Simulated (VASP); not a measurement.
A run of VASP 6.6.1 is set up as follows.

The input POSCAR:

```
TiO2
1.0
   -4.3696209303      4.3696209303      1.8835088886
    4.3696209303     -4.3696209303      1.8835088886
    4.3696209303      4.3696209303     -1.8835088886
Ti O
4 8
Direct
    0.2905284355      0.0031641115      0.2936925469
    0.0031641115      0.7094715645      0.7126356760
    0.9968358885      0.2905284355      0.2873643240
    0.7094715645      0.9968358885      0.7063074531
    0.4983601057      0.1512851790      0.6496452848
    0.1604743790      0.8411155945      0.0015899734
    0.1512851790      0.5016398943      0.6529250733
    0.1588844055      0.1604743790      0.3193587845
    0.8411155945      0.8395256210      0.6806412155
    0.8487148210      0.4983601057      0.3470749267
    0.8395256210      0.1588844055      0.9984100266
    0.5016398943      0.8487148210      0.3503547152
```

Contents of INCAR.step1:

```
PREC = Accurate ; ENCUT = 520
ISMEAR = 0 ; SIGMA = 0.02
LREAL = False ; LASPH = True
NELM = 60 ; NBANDS = 60
GGA = PE ; ALGO = Normal
EDIFF = 1E-4 ; LWAVE = True
LCHARG = False ; KPAR = 4
```

INCAR.step2

```
PREC = Accurate ; ENCUT = 520
EDIFF = 1E-7 ; ISMEAR = 0
SIGMA = 0.02 ; LREAL = False
LASPH = True ; NELM = 60
ALGO = Normal ; ISIF = 2
LWAVE = False ; LCHARG = True
METAGGA = R2SCAN ; LMIXTAU = True
LVHAR = True ; NBANDS = 60
ISTART = 1 ; KPAR = 4
```

Contents of KPOINTS:

```
Automatic mesh
0
Gamma
  8 8 8
```

Potentials or basis: VASP PAW PBE potentials, release 64 (Ti_sv, O).

Run with:

```sh
$ cat potpaw_PBE.64/Ti_sv/POTCAR potpaw_PBE.64/O/POTCAR > POTCAR
$ cp INCAR.step1 INCAR
$ mpirun -np 4 vasp_std > vasp.out
$ cp INCAR.step2 INCAR
$ mpirun -np 4 vasp_std > vasp.out
```

(1) What does it give for the largest force?

(2) Predict the band gap on the k mesh.

(3) Predict the pressure.

Answers

(1) 0.152 eV/Å.

(2) 2.13 eV (least direct gap 2.82 eV).

(3) -0.9 GPa.

Caveat: the PAW data sets were made with another functional, which shifts forces and pressure a little.
